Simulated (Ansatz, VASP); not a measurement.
## Two plane-wave programs on BN

```
B N
1.0
     0.00000    1.81232    1.81232
     1.81232    0.00000    1.81232
     1.81232    1.81232    0.00000
B N
1 1
Direct
  0.00000 0.00000 0.00000
  0.25000 0.25000 0.25000
```

Alike in both runs: task single point; functional PBE; k mesh 7 × 7 × 7; no spin polarisation.

|  | VASP | Ansatz |
| --- | --- | --- |
| version | VASP 6.6.1 | Ansatz 0.2.0 |
| potentials or method | VASP PAW PBE potentials, release 64 (B, N), cutoff 600 eV | plane waves, PAW |
| occupations | gaussian, width 0.01 eV | fixed |
| valence electrons in the cell | 8 | 8 |

```tsv
	VASP	Ansatz	Ansatz less VASP
pressure (GPa)	0.0	0.0	+0.04
```

Ansatz's warnings: stress scf threshold loose.

The k mesh is coarse, so the values compare programs but aren't converged.
